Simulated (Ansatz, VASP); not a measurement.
## Two plane-wave programs on KI

Contents of INCAR:

```
SYSTEM = KI
  ALGO = Normal
  EDIFF = 1E-6
  ENCUT = 520
  GGA = PE
  ISIF = 2
  ISMEAR = -1
  LASPH = .True.
  LCHARG = .True.
  LELF = .True.
  LREAL = .False.
  LVHAR = .True.
  LWAVE = .False.
  NBANDS = 24
  NELM = 80
  PREC = Accurate
  SIGMA = 0.02
```

File KPOINTS:

```
k-points
0
Gamma
  6 6 4
  0 0 0
```

Contents of POSCAR:

```
KI
1.0
    6.3890799779      0.0000000000      0.0000000000
   -3.1945399890      5.2297784193      0.0000000000
    0.0000000000      0.0000000000      7.0391091533
K I
2 2
Direct
    0.3293395609      0.6586791219      0.2500000000
    0.6706604391      0.3413208781      0.7500000000
    0.6714627651      0.3429255303      0.2500000000
    0.3285372349      0.6570744697      0.7500000000
```

Input for Ansatz:

```yaml
crystal:
  lattice:
    - [6.3890799779, 0.0, 0.0]
    - [-3.194539989, 5.2297784193, 0.0]
    - [0.0, 0.0, 7.0391091533]
  atoms:
    - { symbol: K, position: [0.3293395609, 0.6586791219, 0.25] }
    - { symbol: K, position: [0.6706604391, 0.3413208781, 0.75] }
    - { symbol: I, position: [0.6714627651, 0.3429255303, 0.25] }
    - { symbol: I, position: [0.3285372349, 0.6570744697, 0.75] }
kpoints:
  mp_grid: { grid: [6, 6, 4] }
  band_path:
    path:
      - [0.0, 0.0, 0.0]
      - [0.5, 0.0, 0.0]
      - [0.3333333333, 0.3333333333, 0.0]
      - [0.0, 0.0, 0.5]
      - [0.5, 0.0, 0.5]
      - [0.3333333333, 0.3333333333, 0.5]
    npoints: 1
hamiltonian:
  xc: pbe
scf:
  occupations: { method: fermi_dirac, width: 0.02 }
  n_extra_bands: 5
output:
  forces: true
  stress: true
  eigenvalues: true
```

Change from the starting cell: uniaxial_x strain +5.8%.

Alike in both runs: task single point; functional PBE; k mesh 6 × 6 × 4; occupations fermi-dirac, width 0.02 eV; no spin polarisation.

```csv
,VASP,Ansatz
version,VASP 6.6.1,Ansatz 0.2.0
potentials or method,"VASP PAW PBE potentials, release 64 (K_sv, I)","plane waves, PAW"
plane-wave cutoff (eV),520,420
valence electrons in the cell,32,52
```

```csv
,VASP,Ansatz,Ansatz less VASP
gap on the k mesh at the Fermi level (eV),3.72,3.73,+0.003
pressure (GPa),-0.2,-0.2,-0.01
"traceless stress, the component that is largest in VASP (GPa)",0.30,0.30,-0.007
```

VASP's potentials hold 32 valence electrons a cell and Ansatz's 52, so a difference there can come from the potentials and not from the codes.

Spin-orbit coupling is off throughout.
